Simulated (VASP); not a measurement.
Wanted: the native input for a VASP 6.6.1 run.

- Task: single point
- Functional: PBE
- Potentials or basis: VASP PAW PBE potentials, release 64 (Lu, Sc_sv, Se)
- Cutoff: 520 eV
- k mesh: 8 × 8 × 8
- Occupations: gaussian, width 0.1 eV
- Spin: no spin polarisation
- Dipole correction: no
- Further INCAR settings: ALGO = Normal; EDIFF = 1e-07; NBANDS = 54

The structure of LuSc4Se3 lies in POSCAR:

```
LuSc4Se3
1.0
    5.6257594227      0.0000000000      0.0000000000
    0.0000000000      5.6257594227      0.0000000000
    0.0000000000      0.0000000000      5.6257594227
Lu Sc Se
1 4 3
Direct
    0.0000000000      0.0000000000      0.0000000000
    0.5000000000      0.0000000000      0.0000000000
    0.0000000000      0.5000000000      0.0000000000
    0.0000000000      0.0000000000      0.5000000000
    0.5000000000      0.5000000000      0.5000000000
    0.0000000000      0.5000000000      0.5000000000
    0.5000000000      0.0000000000      0.5000000000
    0.5000000000      0.5000000000      0.0000000000
```

The cell was built from a structure type or drawn by symmetry, and may not be a known phase.

The input as run:

INCAR

```
SYSTEM = LuSc4Se3
ALGO = Normal ; EDIFF = 1E-7
ENCUT = 520 ; GGA = PE
ISIF = 2 ; ISMEAR = 0
LASPH = .True. ; LCHARG = .False.
LREAL = .False. ; LWAVE = .False.
NBANDS = 54 ; NELM = 80
PREC = Accurate ; SIGMA = 0.1
```

KPOINTS

```
k-points
0
Gamma
  8 8 8
  0 0 0
```

Potentials or basis: VASP PAW PBE potentials, release 64 (Lu, Sc_sv, Se).

The run is started by

```sh
$ cat potpaw_PBE.64/Lu/POTCAR potpaw_PBE.64/Sc_sv/POTCAR potpaw_PBE.64/Se/POTCAR > POTCAR
$ mpirun -np 1 vasp_std > vasp.out
```

Results of the run:

```yaml
Pressure: 0.2 GPa
Band_gap_on_the_k_mesh: zero (an odd number of electrons rules out a gap without spin polarisation)
```

Caveat: spin-orbit coupling is left out, which moves the levels of the heavy elements.

Wall time 3.9 min on 1 thread of AMD EPYC 9R45 96-Core Processor (Zen 5) (shared host), peak memory 0.43 GiB.
